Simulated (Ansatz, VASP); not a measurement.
**Two plane-wave programs on Zr2Br**

```
Zr Br
1.0
    -2.30044    2.30044    3.23682
     2.30044   -2.30044    3.23682
     2.30044    2.30044   -3.23682
Zr Br
2 1
Cartesian
  0.0000 2.3004 1.6184
  2.3004 0.0000 1.6184
  0.0000 0.0000 3.2368
```

Alike in both runs: functional PBE; k mesh 6 × 6 × 6; occupations gaussian, width 0.1 eV; no spin polarisation.

Ansatz relaxed the structure, and its values are those at the end. VASP's run is a single point on that final structure, the one shown.

```csv
,VASP,Ansatz
version,VASP 6.6.1,Ansatz 0.2.0
potentials or method,"VASP PAW PBE potentials, release 64 (Zr_sv, Br), cutoff 520 eV","scalar-relativistic, plane waves, PAW"
valence electrons in the cell,31,31
```

Ansatz gave:

```
gap on the k mesh at the Fermi level (eV) : none
pressure (GPa)                            : 0.0
```

Q: Which values does VASP return?

A: gap on the k mesh at the Fermi level (eV): none; pressure (GPa): 0.1.

A gap of «none» marks a metal or a gap that the smearing closes.
